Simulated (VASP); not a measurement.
Write the native input for VASP 6.6.1 that does the following.

```yaml
Task: relaxation of shape and atoms at fixed volume
Functional: PBE
Potentials_or_basis: VASP PAW PBE potentials, release 64 (B, N)
Cutoff: 600 eV
k_mesh: 12 × 12 × 6
Occupations: gaussian, width 0.02 eV
Spin: no spin polarisation
Dipole_correction: no
Further_INCAR_settings: ALGO = Normal; EDIFF = 1e-06; IBRION = 2; EDIFFG = -0.01; NSW = 50; ISIF = 4
```

The structure of BN lies in POSCAR:

```
BN
1.0
    2.5287744925      0.0000000000      0.0000000000
   -1.2643872463      2.1899829509      0.0000000000
    0.0000000000      0.0000000000      4.1818397547
B N
2 2
Direct
    0.6666666667      0.3333333333      0.9998058548
    0.3333333333      0.6666666667      0.4998058548
    0.6666666667      0.3333333333      0.6251941452
    0.3333333333      0.6666666667      0.1251941452
```

This cell differs from its parent crystal: volume scaled by 0.97.

These files were run (other wordings do the same):

INCAR

```
SYSTEM = BN
PREC = Accurate
ENCUT = 600
EDIFF = 1E-6
ISMEAR = 0
SIGMA = 0.02
LREAL = .FALSE.
LASPH = .TRUE.
NELM = 60
ALGO = Normal
ISIF = 4
LWAVE = .FALSE.
LCHARG = .FALSE.
GGA = PE
IBRION = 2
NSW = 50
EDIFFG = -0.01
```

KPOINTS

```
regular mesh
0
G
  12 12 6
  0 0 0
```

Potentials or basis: VASP PAW PBE potentials, release 64 (B, N).

Launch:

```sh
$ cat potpaw_PBE.64/B/POTCAR potpaw_PBE.64/N/POTCAR > POTCAR
$ mpirun -np 1 vasp_std > vasp.out
```

It gave:

```yaml
Energy_gained_by_relaxing: 0.0 meV/atom
Ionic_steps: 3
Pressure_after_relaxing: 12.0 GPa
Band_gap_on_the_k_mesh: 5.15 eV, indirect (least direct gap 8.38 eV)
```

It took 18 s on 1 thread of AMD EPYC 9R45 96-Core Processor (Zen 5), on a shared host, peak memory 0.12 GiB.
